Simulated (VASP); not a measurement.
Input of a VASP 6.6.1 run:

POSCAR

```
BN
1.0
    2.5561910000      0.0000000000      0.0000000000
    1.2780955000      2.2137263429      0.0000000000
    1.2780955000      0.7379087810      2.0871212117
B N
1 1
Direct
    0.0000000000      0.0000000000      0.0000000000
    0.2500000000      0.2500000000      0.2500000000
```

The input INCAR.step1:

```
  ALGO = Normal
  EDIFF = 1E-8
  ENCUT = 500
  GGA = PS
  ISMEAR = 0
  LASPH = True
  LCHARG = False
  LREAL = False
  LWAVE = True
  NELM = 100
  PREC = Accurate
  SIGMA = 0.01
```

Contents of INCAR.step2:

```
  ALGO = Exact
  EDIFF = 1E-8
  ENCUT = 500
  GGA = PS
  ISMEAR = 0
  ISTART = 1
  LASPH = True
  LCHARG = False
  LOPTICS = True
  LREAL = False
  LWAVE = True
  NBANDS = 44
  NELM = 1
  PREC = Accurate
  SIGMA = 0.01
```

Contents of INCAR.step3:

```
  ALGO = EVGW0
  EDIFF = 1E-8
  ENCUT = 500
  ENCUTGW = 120.0
  GGA = PS
  ISMEAR = 0
  ISTART = 1
  LASPH = True
  LCHARG = False
  LREAL = False
  LWAVE = False
  NBANDS = 44
  NBANDSGW = 12
  NELMGW = 1
  NOMEGA = 48
  PREC = Accurate
  PRECFOCK = Fast
  SIGMA = 0.01
```

The input KPOINTS:

```
k-points
0
Gamma
  6 6 6
```

Potentials or basis: VASP PAW PBE potentials, release 64 (B_GW, N_GW).

Launch:

```bash
$ cat potpaw_PBE.64/B_GW/POTCAR potpaw_PBE.64/N_GW/POTCAR > POTCAR
$ cp INCAR.step1 INCAR
$ mpirun -np 1 vasp_std > vasp.out
$ cp INCAR.step2 INCAR
$ mpirun -np 1 vasp_std > vasp.out
$ cp INCAR.step3 INCAR
$ mpirun -np 1 vasp_std > vasp.out
```

Problem. Estimate the quasiparticle gap.

Solution. 5.84 eV.

Problem. Estimate the least direct quasiparticle gap.

Solution. 10.88 eV.

Problem. What does it give for the band gap on the k mesh, mean-field level?

Solution. 4.28 eV, indirect (least direct gap 8.76 eV).

Caveat: the k points lie up to 0.50 Å⁻¹ apart; bands, screening cutoff and mesh are small and nothing is extrapolated, so the quasiparticle values aren't converged. A k mesh can miss the band edges.
